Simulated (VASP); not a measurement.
The system is GaS2.

```
Ga S
1.0
     3.59820    0.00000    0.00000
     0.00000    3.59820    0.00000
     0.00000    0.00000    4.87500
Ga S
1 2
Direct
  0.00000 0.00000 0.00000
  0.50000 0.50000 0.29176
  0.50000 0.50000 0.70824
```

The cell was built from a structure type or drawn by symmetry, and may not be a known phase.

| Property | Result |
| --- | --- |
| Program | VASP 6.6.1 |
| Task | relaxation of cell and atoms |
| Functional | PBE |
| Potentials or basis | VASP PAW PBE potentials, release 64 (Ga_d, S) |
| Cutoff | 600 eV |
| k mesh | 14 × 14 × 10 |
| Occupations | gaussian, width 0.1 eV |
| Spin | no spin polarisation |

At the start: pressure -0.0 GPa; volume 21.04 Å³/atom.

Q: Where does the relaxation end?

A: Over 9 steps the energy falls by 3.2 meV/atom and the volume is 21.49 Å³/atom (+2.2 %); space group P4/mmm (No. 123, to 0.1 Å) before and after.

The path:
```csv
step,energy change (eV),largest force (eV/Å),pressure (GPa),volume (Å³)
1,0.0000,0.3142,-0.01,63.12
2,-0.0012,0.4337,1.39,63.10
3,-0.0061,0.0532,0.73,63.11
4,-0.0090,0.0288,0.31,63.90
5,-0.0096,0.0062,-0.06,64.67
6,-0.0097,0.0101,-0.02,64.53
7,-0.0096,0.0115,0.06,64.48
8,-0.0096,0.0170,-0.04,64.49
9,-0.0097,0.0040,0.01,64.48
```

Final structure:
```
CELL_PARAMETERS angstrom
3.64648 0.00000 0.00000
0.00000 3.64648 0.00000
0.00000 0.00000 4.84948
ATOMIC_POSITIONS crystal
Ga 0.00000 0.00000 0.00000
S 0.50000 0.50000 0.29354
S 0.50000 0.50000 0.70646
```
